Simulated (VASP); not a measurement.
WSe2, 6 atoms in the cell. It takes space group P6_3/mmc (No. 194, hexagonal). The conventional cell has a = 3.300 Å, b = 3.300 Å, c = 13.149 Å, α = 90.00°, β = 90.00°, γ = 120.00°. W (site symmetry -6m2) has 6 Se at 2.53 Å and 6 W at 3.30 Å within 3.3 Å. Se (site symmetry 3m) has 3 W at 2.53 Å and 6 Se at 3.30 Å within 3.3 Å. 

| Item | Value |
| --- | --- |
| Program | VASP 6.6.1 |
| Task | single point |
| Functional | PBE |
| Potentials or basis | VASP PAW PBE potentials, release 64 (W_sv, Se) |
| Cutoff | 520 eV |
| k mesh | 6 × 6 × 2 |
| Occupations | gaussian, width 0.01 eV |
| Spin | no spin polarisation |
| Dipole correction | no |
| Further INCAR settings | ALGO = Normal; EDIFF = 1e-06; NBANDS = 35 |

Potentials or basis: VASP PAW PBE potentials, release 64 (W_sv, Se).

The run is started by

```sh
$ cat potpaw_PBE.64/W_sv/POTCAR potpaw_PBE.64/Se/POTCAR > POTCAR
$ mpirun -np 1 vasp_std > vasp.out
```

Hardware: 1 thread of Intel(R) Xeon(R) 6975P-C (Granite Rapids), with other jobs on the host.

**Question.** How long does it take, and how much memory?

**Answer.** Wall time 42 s on 1 thread of Intel(R) Xeon(R) 6975P-C (Granite Rapids) (shared host), peak memory 0.27 GiB. Counts: scf iterations 15, k points 14.
